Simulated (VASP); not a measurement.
# Na2WF6 (Fm-3m) in VASP: a series of runs, part 2 of 2

VASP 6.6.1. Earlier steps stand in the parts before.

## (3) Single point, PBE, collinear spin (atoms taken out)

Contents of INCAR:

```
ALGO     = Normal         # electronic algorithm
EDIFF    = 1E-7           # SCF threshold, eV
ENCUT    = 520            # plane-wave cutoff, eV
GGA      = PE             # functional
ISIF     = 2              # what is computed and relaxed
ISMEAR   = 0              # smearing method
ISPIN    = 2              # spin polarisation
LASPH    = T              # aspherical terms in the spheres
LCHARG   = T              # write CHGCAR
LELF     = T              # ELF
LMAXMIX  = 4              # l up to which the mixer works
LORBIT   = 11             # projections on sites
LREAL    = F              # projectors in reciprocal space
LVHAR    = T            
LWAVE    = F              # write WAVECAR
MAGMOM   = 0 0 0.99 0.04 0.04 0.04 0.04 0.04 0.04 # initial moments
NBANDS   = 49             # bands
NELM     = 150            # most SCF steps
PREC     = Accurate       # precision mode
SIGMA    = 0.1            # smearing width, eV
```

Contents of KPOINTS:

```
k-points
0
Gamma
  4 4 4
```

Contents of POSCAR:

```
Na2WF6
1.0
    0.0000000000      4.0739409843      4.0739409843
    4.0739409843      0.0000000000      4.0739409843
    4.0739409843      4.0739409843      0.0000000000
Na W F
2 1 6
Direct
    0.2500000000      0.2500000000      0.2500000000
    0.7500000000      0.7500000000      0.7500000000
    0.0000000000      0.0000000000      0.0000000000
    0.7576426060      0.2423573940      0.2423573940
    0.2423573940      0.7576426060      0.7576426060
    0.2423573940      0.7576426060      0.2423573940
    0.7576426060      0.2423573940      0.7576426060
    0.2423573940      0.2423573940      0.7576426060
    0.7576426060      0.7576426060      0.2423573940
```

Potentials or basis: VASP PAW PBE potentials, release 64 (Na_pv, W_sv, F).

Run with:

```bash
$ cat potpaw_PBE.64/Na_pv/POTCAR potpaw_PBE.64/W_sv/POTCAR potpaw_PBE.64/F/POTCAR > POTCAR
$ mpirun -np 1 vasp_std > vasp.out
```

OUTCAR:

```text
EDIFF = 1E-7
   ENCUT = 520
   GGA = PE
   ISIF = 2
   ISMEAR = 0
   ISPIN = 2
   LASPH = T
   LORBIT = 11
   LREAL = F
   NELM = 150
   PREC = Accurate

 ion  position               nearest neighbor table
   1  0.250  0.250  0.250-
   2  0.750  0.750  0.750-
   3  0.000  0.000  0.000-   4 1.97   5 1.97   6 1.97   7 1.97   8 1.97   9 1.97
   4  0.758  0.242  0.242-   3 1.97
   5  0.242  0.758  0.758-   3 1.97
   6  0.242  0.758  0.242-   3 1.97
   7  0.758  0.242  0.758-   3 1.97
   8  0.242  0.242  0.758-   3 1.97
   9  0.758  0.758  0.242-   3 1.97

  LATTYP: Found a face centered cubic cell.
 ALAT       =     8.1478819686

  Lattice vectors:

 A1 = (   0.0000000000,   4.0739409843,   4.0739409843)
 A2 = (   4.0739409843,   0.0000000000,   4.0739409843)
 A3 = (   4.0739409843,   4.0739409843,   0.0000000000)

Analysis of symmetry for initial positions (statically):
=====================================================================
 Subroutine PRICEL returns:
 Original cell was already a primitive cell.

 Routine SETGRP: Setting up the symmetry group for a
 face centered cubic supercell.

 Subroutine GETGRP returns: Found 48 space group operations
 (whereof 48 operations were pure point group operations)
 out of a pool of 48 trial point group operations.

The static configuration has the point symmetry O_h .

Analysis of symmetry for dynamics (positions and initial velocities):
=====================================================================
 Subroutine PRICEL returns:
 Original cell was already a primitive cell.

 Routine SETGRP: Setting up the symmetry group for a
 face centered cubic supercell.

 Subroutine GETGRP returns: Found 48 space group operations
 (whereof 48 operations were pure point group operations)
 out of a pool of 48 trial point group operations.

The dynamic configuration has the point symmetry O_h .

Analysis of structural, dynamic, and magnetic symmetry:
=====================================================================
 Subroutine PRICEL returns:
 Original cell was already a primitive cell.

 Routine SETGRP: Setting up the symmetry group for a
 face centered cubic supercell.

 Subroutine GETGRP returns: Found 48 space group operations
 (whereof 48 operations were pure point group operations)
 out of a pool of 48 trial point group operations.

The overall configuration has the point symmetry O_h .

 Subroutine INISYM returns: Found 48 space group operations
 (whereof 48 operations are pure point group operations),
 and found     1 'primitive' translations

----------------------------------------------------------------------------------------

                                     Primitive cell

  volume of cell :     135.2304

  direct lattice vectors                    reciprocal lattice vectors
     0.000000000  4.073940984  4.073940984    -0.122731282  0.122731282  0.122731282
     4.073940984  0.000000000  4.073940984     0.122731282 -0.122731282  0.122731282
     4.073940984  4.073940984  0.000000000     0.122731282  0.122731282 -0.122731282

  length of vectors
[... 92 lines left out ...]
   EMIN   =  10.00;   EMAX   =-10.00  energy-range for DOS
   EFERMI =   0.00;   METHOD = LEGACY
   ISMEAR =     0;   SIGMA  =   0.10  broadening in eV -4-tet -1-fermi 0-gaus
   EFERMI_NEDOS =   21; number of points for ismear=-14 and -15
   IALGO  =     38    algorithm
   IMIX   =      4    mixing-type and parameters
     AMIX     =   0.40;   BMIX     =  1.00
     AMIX_MAG =   1.60;   BMIX_MAG =  1.00
  volume/ion in A,a.u.               =      15.03       101.40
  Fermi-wavevector in a.u.,A,eV,Ry     =   1.314466  2.483981 23.508440  1.727822
  Thomas-Fermi vector in A             =   2.444717
   LORBIT       =     11    0 simple, 1 ext, 2 COOP (PROOUT), +10 PAW based schemes
   GGA     = PE    functional components
   LHFCALC =     F    Hartree Fock is set to
   AEXX    =    0.0000 exact exchange contribution
   IVDW    =     0    specifies the selected vdW correction
   LEPSILON=     F    determine dielectric tensor
   LRPA    =     F    only Hartree local field effects (RPA)
 spin polarized calculation
 Gauss-broadening in eV      SIGMA  =   0.10
  energy-cutoff  :      520.00
  volume of cell :      135.23
 maximum number of plane-waves:      3695
 NGX is ok and might be reduce to    48
   NGX = 21   NGY = 21   NGZ = 21

 number of electron      69.9999987 magnetization       1.9999859

 Free energy of the ion-electron system (eV)
  ---------------------------------------------------
  ext. energy  EPLUGINS =         0.00000000
  ---------------------------------------------------
  free energy    TOTEN  =       -48.23839901 eV

  energy without entropy =      -48.17887266  energy(sigma->0) =      -48.20863584

 E-fermi :   2.6184     XC(G=0):  -8.7057

 val. band max:        2.6018901637   @ k =  -0.2500   0.2500   0.0000
 cond. band min:       2.6238275479   @ k =   0.5000   0.2500   0.0000
 fundamental gap:      0.0219373842
 Fermi energy:         2.6183528712

 spin component 1

 k-point     1 :       0.0000    0.0000    0.0000
  band No.  band energies     occupation
      1     -73.6445      1.00000
      2     -38.1094      1.00000
      3     -38.1094      1.00000
      4     -38.1093      1.00000
      5     -22.6903      1.00000
      6     -22.6903      1.00000
[... 389 lines left out ...]
     46      11.8200      0.00000
     47      12.1209      0.00000
 Fermi energy:         2.6183528712

 spin component 2

 k-point     1 :       0.0000    0.0000    0.0000
  band No.  band energies     occupation
      1     -72.8321      1.00000
      2     -37.0402      1.00000
      3     -37.0402      1.00000
      4     -37.0402      1.00000
      5     -22.6904      1.00000
      6     -22.6904      1.00000
[... 389 lines left out ...]
     46      12.2458      0.00000
     47      12.2571      0.00000
 [bands above 47 left out]

------------------------ aborting loop because EDIFF is reached ----------------------------------------

  FORCE on cell =-STRESS in cart. coord.  units (eV):
  Direction    XX          YY          ZZ          XY          YZ          ZX
  --------------------------------------------------------------------------------------
  -------------------------------------------------------------------------------------
  Total        0.8158322      0.8158322      0.8158322     -0.0000000     -0.0000000      0.0000000
  in kB        9.6657874      9.6657874      9.6657874     -0.0000000     -0.0000000      0.0000000
  external PRESSURE =       9.6657874 kB  Pullay stress =       0.0000000 kB

 VOLUME and BASIS-vectors are now :
 -----------------------------------------------------------------------------
  energy-cutoff  :      520.00
  volume of cell :      135.23
      direct lattice vectors                 reciprocal lattice vectors
     0.000000000  4.073940984  4.073940984    -0.122731282  0.122731282  0.122731282
     4.073940984  0.000000000  4.073940984     0.122731282 -0.122731282  0.122731282
     4.073940984  4.073940984  0.000000000     0.122731282  0.122731282 -0.122731282

 POSITION                                       TOTAL-FORCE (eV/Angst)
 -----------------------------------------------------------------------------------
      2.03697      2.03697      2.03697         0.000000      0.000000     -0.000000
      6.11091      6.11091      6.11091         0.000000     -0.000000      0.000000
      0.00000      0.00000      0.00000         0.000000      0.000000     -0.000000
      1.97470      4.07394      4.07394         0.205364      0.000000      0.000000
      6.17318      4.07394      4.07394        -0.205364      0.000000      0.000000
      4.07394      1.97470      4.07394         0.000000      0.205364      0.000000
      4.07394      6.17318      4.07394         0.000000     -0.205364      0.000000
      4.07394      4.07394      1.97470         0.000000      0.000000      0.205364
      4.07394      4.07394      6.17318         0.000000      0.000000     -0.205364
 -----------------------------------------------------------------------------------
    total drift:                                0.000000      0.000000      0.000000

  FREE ENERGIE OF THE ION-ELECTRON SYSTEM (eV)
  ---------------------------------------------------
  free  energy   TOTEN  =       -48.2383990115 eV

  energy  without entropy=      -48.1788726597  energy(sigma->0) =      -48.20863584

 total charge

# of ion       s       p       d       tot
------------------------------------------
    1        0.015   5.956   0.000   5.971
    2        0.015   5.956   0.000   5.971
    3        2.293   6.347   3.199  11.839
    4        1.740   4.342   0.000   6.082
    5        1.740   4.342   0.000   6.082
    6        1.740   4.342   0.000   6.082
    7        1.740   4.342   0.000   6.082
    8        1.740   4.342   0.000   6.082
    9        1.740   4.342   0.000   6.082
--------------------------------------------------
tot         12.762  44.311   3.199  60.273

 magnetization (x)

# of ion       s       p       d       tot
------------------------------------------
    1       -0.000   0.000   0.000  -0.000
    2       -0.000   0.000   0.000  -0.000
    3        0.017   0.013   1.550   1.580
    4        0.000   0.033   0.000   0.034
    5        0.000   0.033   0.000   0.034
    6        0.000   0.033   0.000   0.034
    7        0.000   0.033   0.000   0.034
    8        0.000   0.033   0.000   0.034
    9        0.000   0.033   0.000   0.034
--------------------------------------------------
tot          0.019   0.213   1.550   1.782
```

Wall time 1.8 min (1 thread of Intel Xeon 6975P-C (Granite Rapids), shared host); peak memory 0.44 GiB.

What came out:

| Item | Value |
| --- | --- |
| Free energy | -48.2384 eV |
| Pressure | 1.0 GPa |
| Largest force | 0.205 eV/Å |
| Band gap on the k mesh | zero (filled and empty bands overlap) |
| Net moment | 2.00 μB per cell |
| Site moments | Na -0.00; W +1.58; F +0.03 μB |
| Valence electrons inside the program's atomic spheres | Na 5.97; W 11.84; F 6.08 |

Forces in eV/Å, atoms in the order of the input:
```
Na   0.000  0.000  0.000
Na   0.000  0.000  0.000
W    0.000  0.000  0.000
F    0.205  0.000  0.000
F   -0.205  0.000  0.000
F    0.000  0.205  0.000
F    0.000 -0.205  0.000
F    0.000  0.000  0.205
F    0.000  0.000 -0.205
```

Caveat: the cell differs from its parent crystal (atoms taken out); spin-orbit coupling is left out, which moves the levels of the heavy elements.

## (4) Relaxation of cell and atoms, PBE, collinear spin (atoms taken out)

Contents of INCAR:

```
SYSTEM = Na2WF6
PREC = Accurate
ENCUT = 600
EDIFF = 1E-6
ISMEAR = 0
SIGMA = 0.1
LREAL = .FALSE.
LASPH = .TRUE.
NELM = 150
ALGO = Normal
ISIF = 3
LWAVE = .FALSE.
LCHARG = .FALSE.
ISPIN = 2
MAGMOM = 0 0 0.99 0.04 0.04 0.04 0.04 0.04 0.04
LORBIT = 11
LMAXMIX = 4
GGA = PE
IBRION = 2
NSW = 90
EDIFFG = -0.04
```

Contents of KPOINTS:

```
Automatic mesh
0
G
  4 4 4
  0 0 0
```

Contents of POSCAR:

```
Na2WF6
1.0
    0.0000000000      3.8211098500      3.8211098500
    3.8211098500      0.0000000000      3.8211098500
    3.8211098500      3.8211098500      0.0000000000
Na W F
2 1 6
Direct
    0.2500000000      0.2500000000      0.2500000000
    0.7500000000      0.7500000000      0.7500000000
    0.0000000000      0.0000000000      0.0000000000
    0.7500000000      0.2500000000      0.2500000000
    0.2500000000      0.7500000000      0.7500000000
    0.2500000000      0.7500000000      0.2500000000
    0.7500000000      0.2500000000      0.7500000000
    0.2500000000      0.2500000000      0.7500000000
    0.7500000000      0.7500000000      0.2500000000
```

Run with:

```bash
$ cat potpaw_PBE.64/Na_pv/POTCAR potpaw_PBE.64/W_sv/POTCAR potpaw_PBE.64/F/POTCAR > POTCAR
$ mpirun -np 1 vasp_std > vasp.out
```

It took 7.9 min on 1 thread of Intel Xeon 6975P-C (Granite Rapids), shared host; peak memory 0.44 GiB.

It converged, with:

```
Free energy                                           : -48.2070 eV
Relaxed volume                                        : 15.14 Å³/atom
Relaxed cell                                          : a = 5.776 Å, b = 5.776 Å, c = 5.776 Å, α = 60.00°, β = 60.00°, γ = 60.00°
Space group after relaxing (to 0.1 Å)                 : Fm-3m (No. 225)
Energy gained by relaxing                             : 80.3 meV/atom
Ionic steps                                           : 8
Pressure after relaxing                               : -0.1 GPa
Band gap on the k mesh                                : zero (filled and empty bands overlap)
Net moment                                            : 2.00 μB per cell
Site moments                                          : Na -0.00; W +1.58; F +0.03 μB
Valence electrons inside the program's atomic spheres : Na 5.97; W 11.81; F 6.08
```

Step by step:
```
step  energy change (eV)  largest force (eV/Å)  pressure (GPa)  volume (Å³)
   1              0.0000                1.7376           15.37       111.58
   2              0.3807                2.5916           -9.83       131.91
   3             -0.4980                0.5846            1.68       119.40
   4             -0.4986                0.5322            1.96       119.18
   5             -0.5866                0.4156            1.31       122.54
   6             -0.7145                0.1146            0.12       132.66
   7             -0.7220                0.0474           -0.08       135.42
   8             -0.7224                0.0273           -0.14       136.29
```

Final structure:
```yaml
crystal:
  lattice:
    - [0.00000, 4.08452, 4.08452]
    - [4.08452, 0.00000, 4.08452]
    - [4.08452, 4.08452, 0.00000]
  atoms:
    - { symbol: Na, position: [0.25000, 0.25000, 0.25000] }
    - { symbol: Na, position: [0.75000, 0.75000, 0.75000] }
    - { symbol: W, position: [0.00000, 0.00000, 0.00000] }
    - { symbol: F, position: [0.75713, 0.24287, 0.24287] }
    - { symbol: F, position: [0.24287, 0.75713, 0.75713] }
    - { symbol: F, position: [0.24287, 0.75713, 0.24287] }
    - { symbol: F, position: [0.75713, 0.24287, 0.75713] }
    - { symbol: F, position: [0.24287, 0.24287, 0.75713] }
    - { symbol: F, position: [0.75713, 0.75713, 0.24287] }
```

Levels at points of the mesh, in eV from the Fermi level:
Spin up:
```csv
k point,band 33,band 34,band 35,band 36,band 37,band 38,band 39,band 40,band 41,band 42
"(0.00, 0.00, 0.00)",-5.10,-5.10,-0.15,-0.15,-0.15,0.96,4.43,4.43,5.02,8.26
"(0.50, 0.00, 0.00)",-5.39,-5.28,-0.10,-0.02,-0.02,2.97,3.44,4.27,4.27,7.11
"(0.50, 0.50, 0.00)",-5.47,-5.11,-0.13,0.07,0.07,3.35,3.62,4.49,4.64,5.23
```
Spin down:
| k point | band 31 | band 32 | band 33 | band 34 | band 35 | band 36 | band 37 | band 38 |
| --- | --- | --- | --- | --- | --- | --- | --- | --- |
| (0.00, 0.00, 0.00) | -5.35 | -5.00 | -5.00 | -5.00 | 1.08 | 1.29 | 1.29 | 1.29 |
| (0.50, 0.00, 0.00) | -5.36 | -5.29 | -5.29 | -5.18 | 1.32 | 1.39 | 1.39 | 3.11 |
| (0.50, 0.50, 0.00) | -5.53 | -5.41 | -5.41 | -5.01 | 1.31 | 1.46 | 1.46 | 3.68 |

Caveat: the cell differs from its parent crystal (atoms taken out); the volume moved by over 15 % at a fixed basis, so the end points are rough; spin-orbit coupling is left out, which moves the levels of the heavy elements.

## (5) The runs side by side

| task | cell | cutoff (eV) | gap on the mesh (eV) | pressure (GPa) | moment (μB) |
| --- | --- | --- | --- | --- | --- |
| single point | a = 5.404 Å, angles 60.0°, 9 atoms, atomic positions A | 520 | none | 15.5 | 2.00 |
| single point | a = 5.761 Å, angles 60.0°, 9 atoms, atomic positions B | 520 | none | 1.0 | 2.00 |
| relaxation of cell and atoms | relaxed from a = 5.404 Å, angles 60.0°, 9 atoms, atomic positions A | 600 | none | -0.1 | 2.00 |

Alike in all rows: level PBE; potentials or basis VASP PAW PBE potentials, release 64 (Na_pv, W_sv, F); spin collinear; k mesh 4 × 4 × 4; smearing gaussian 0.1 eV.

Caveats: spin-orbit coupling is left out, which moves the levels of the heavy elements; the cell stands under pressure (at least some runs); the volume moved by over 15 % at a fixed basis, so the end points are rough (at least some runs).

Absolute energies hang on the potentials; compare differences alone.

The gap in the log of VASP goes by the Fermi energy; the results here count the filled bands.